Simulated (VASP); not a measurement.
A run of VASP 6.6.1 is set up as follows.

Contents of INCAR:

```
PREC = Accurate
ENCUT = 520
EDIFF = 1E-7
ISMEAR = -1
SIGMA = 0.05
LREAL = Auto
LASPH = T
NELM = 150
ALGO = Normal
ISIF = 2
LWAVE = F
LCHARG = F
ISPIN = 2
MAGMOM = 1 1 1 1 1 1 1 1 1 1 1 1 1 1 1 1 1 1 1 1
LORBIT = 11
GGA = PE
NBANDS = 80
```

The input KPOINTS:

```
Automatic mesh
0
Gamma
  1 1 1
```

Contents of POSCAR:

```
O
1.0
    7.5066610000      0.0000000000      0.0000000000
    0.0000000000      7.5066610000      0.0000000000
    0.0000000000      0.0000000000      7.5066610000
O
20
Direct
    1.0227680746      0.5516697724      0.9521882553
    0.8740916315      0.4898362239      0.9332015633
    0.9140328371      0.6348767490      0.5455900492
    0.9409103469      0.4899486617      0.4778563381
    0.1382953182      0.2051942416      0.7553539735
    0.1838139795      0.0548031784      0.7157603310
    0.3784935907      0.7746448336      0.4896874166
    0.3003211452      0.7227495208      0.3572702351
    0.4504237578      0.2367007638      0.1344597241
    0.5837353145      0.3256666660      0.1596389450
    0.7070575407      0.9087989843      0.2435271175
    0.8255060538      0.8115782154      0.1901059507
    0.5374431322      0.3569154654      0.7152051079
    0.4971770805      0.3656412421      0.5583204213
    0.4043171387      0.8277057622      0.9653717381
    0.4076114163      0.6679047518      0.9374841619
    1.0801931747      0.1330835295      0.3258298151
    1.0465979060      0.1755549641      0.1730557348
    0.7729211389      0.9845226781      0.8082746618
    0.7214447223      0.9899258960      0.6545523596
```

Potentials or basis: VASP PAW PBE potentials, release 64 (O).

Command:

```console
$ cat potpaw_PBE.64/O/POTCAR > POTCAR
$ mpirun -np 1 vasp_gam > vasp.out
```

(1) Predict the net moment.

(2) Estimate the largest force.

Results:

(1) 20.00 μB per cell.

(2) 1.251 eV/Å.

Caveat: the k points lie up to 0.84 Å⁻¹ apart; the standard files for N, O and F lose accuracy on very short bonds.
